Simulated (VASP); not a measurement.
# TiO2: single point with PBEsol

The system is TiO2.

```xyz
6
Lattice="2.7721 -2.7727 0.0000 2.7721 2.7727 0.0000 -2.6978 0.0000 4.9137" Properties=species:S:1:pos:R:3 pbc="T T T"
Ti    2.0976    2.0290    1.2284
Ti    0.7487   -2.0290    3.6853
O    -0.6356   -0.6723    3.2782
O     3.4820    0.6723    1.6355
O     2.1331   -0.6723    4.0924
O     0.7133    0.6723    0.8213
```

```
Program             : VASP 6.6.1
Task                : single point
Functional          : PBEsol
Potentials or basis : VASP PAW PBE potentials, release 64 (Ti_sv, O)
Cutoff              : 520 eV
k mesh              : 5 × 5 × 4
Occupations         : gaussian, width 0.01 eV
Spin                : no spin polarisation
```

| Property | Result |
| --- | --- |
| Pressure | -18.7 GPa |
| Largest force | 0.580 eV/Å |
| Band gap on the k mesh | 1.83 eV, indirect (least direct gap 2.16 eV) |

Forces in eV/Å, atoms in the order of the input:
```
Ti   0.000 -0.020  0.000
Ti   0.000  0.020  0.000
O    0.062 -0.105 -0.567
O   -0.062  0.105  0.567
O   -0.062 -0.105  0.567
O    0.062  0.105 -0.567
```

Stress tensor (GPa, compression positive):
```
-18.56   0.00  -0.83
  0.00 -18.56   0.00
 -0.83   0.00 -18.91
```

Levels at points of the mesh, in eV from the valence-band top:
```csv
k point,band 21,band 22,band 23,band 24,band 25,band 26,band 27,band 28
"(0.00, 0.00, 0.00)",-0.83,-0.76,-0.41,-0.40,1.83,2.46,3.38,3.39
"(0.00, 0.00, 0.50)",-1.27,-1.27,-0.16,-0.16,2.13,2.13,3.22,3.22
```

Run time: 89 s on 1 thread of Intel Xeon 6975P-C (shared host), peak memory 0.22 GiB.

Caveat: the PAW data sets were made with another functional, which shifts forces and pressure a little. A k mesh can miss the band edges.
